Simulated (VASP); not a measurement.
Zr:

```
Zr
1.0
     0.00000    3.15581    3.15581
     3.15581    0.00000    3.15581
     3.15581    3.15581    0.00000
Zr
2
Direct
  0.12500 0.12500 0.12500
  0.87500 0.87500 0.87500
```

This isn't the form of Zr at room conditions, which is hcp.

* Program: VASP 6.6.1
* Task: relaxation of cell and atoms
* Functional: BLYP
* Potentials or basis: VASP PAW PBE potentials, release 64 (Zr_sv)
* Cutoff: 600 eV
* k mesh: 9 × 9 × 9
* Occupations: fermi-dirac, width 0.1 eV
* Spin: no spin polarisation

At the start: pressure 2.4 GPa; volume 31.43 Å³/atom.

Q: Where does the relaxation end?

A: Over 3 steps the energy falls by 15.8 meV/atom and the volume is 33.73 Å³/atom (+7.3 %); space group Fd-3m (No. 227, to 0.1 Å) before and after.

Step by step:
```csv
step,energy change (eV),largest force (eV/Å),pressure (GPa),volume (Å³)
1,0.0000,0.0000,2.35,62.86
2,-0.0315,0.0000,0.13,67.15
3,-0.0316,0.0000,0.00,67.46
```

Final structure:
```cif
data_structure
_symmetry_space_group_name_H-M 'P 1'
_symmetry_Int_Tables_number 1
_cell_length_a 4.5694
_cell_length_b 4.5694
_cell_length_c 4.5694
_cell_angle_alpha 60.000
_cell_angle_beta 60.000
_cell_angle_gamma 60.000
_cell_volume 67.46
loop_
_atom_site_label
_atom_site_type_symbol
_atom_site_fract_x
_atom_site_fract_y
_atom_site_fract_z
_atom_site_occupancy
Zr1 Zr 0.12500 0.12500 0.12500 1
Zr2 Zr 0.87500 0.87500 0.87500 1
```

Caveat: the PAW data sets were made with another functional, which shifts forces and pressure a little.
